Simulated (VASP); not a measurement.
Set up this calculation in VASP 6.6.1, as the native input.

```yaml
Task: relaxation of cell and atoms
Functional: LDA
Potentials_or_basis: VASP PAW LDA potentials, release 64 (La)
Cutoff: 600 eV
k_mesh: 14 × 14 × 14
Occupations: fermi-dirac, width 0.08 eV
Spin: no spin polarisation
Target_pressure: 3.5 GPa
Dipole_correction: no
Further_INCAR_settings: ALGO = Normal; EDIFF = 1e-06; IBRION = 2; EDIFFG = -0.005; NSW = 60; ISIF = 3
```

The structure of La lies in POSCAR:

```
La
1.0
   -1.9550351231      1.9550351231      1.9550351231
    1.9550351231     -1.9550351231      1.9550351231
    1.9550351231      1.9550351231     -1.9550351231
La
1
Direct
    0.0000000000      0.0000000000      0.0000000000
```

One way to write it, as run:

INCAR

```
SYSTEM = La
ALGO = Normal
EDIFF = 1E-6
EDIFFG = -0.005
ENCUT = 600
GGA = CA
IBRION = 2
ISIF = 3
ISMEAR = -1
LASPH = .True.
LCHARG = .False.
LREAL = .False.
LWAVE = .False.
NELM = 100
NSW = 60
PREC = Accurate
PSTRESS = 35.0
SIGMA = 0.08
```

KPOINTS

```
k-points
0
Gamma
  14 14 14
  0 0 0
```

Potentials or basis: VASP PAW LDA potentials, release 64 (La).

The run is started by

```bash
$ cat potpaw_LDA.64/La/POTCAR > POTCAR
$ mpirun -np 1 vasp_std > vasp.out
```

It gave:

* Relaxed volume: 29.76 Å³/atom
* Relaxed cell: a = 3.381 Å, b = 3.381 Å, c = 3.381 Å, α = 109.47°, β = 109.47°, γ = 109.47°
* Space group after relaxing (to 0.05 Å): Im-3m (No. 229)
* Energy change on relaxing (the enthalpy is what falls): +2.8 meV/atom
* Ionic steps: 2
* Pressure after relaxing: 3.5 GPa

Caveat: the cell is relaxed towards a set pressure, so the enthalpy falls and the energy may rise.

Wall time 90 s on 1 thread of Oxide Virtual Turin-like Processor (shared host), peak memory 0.16 GiB.
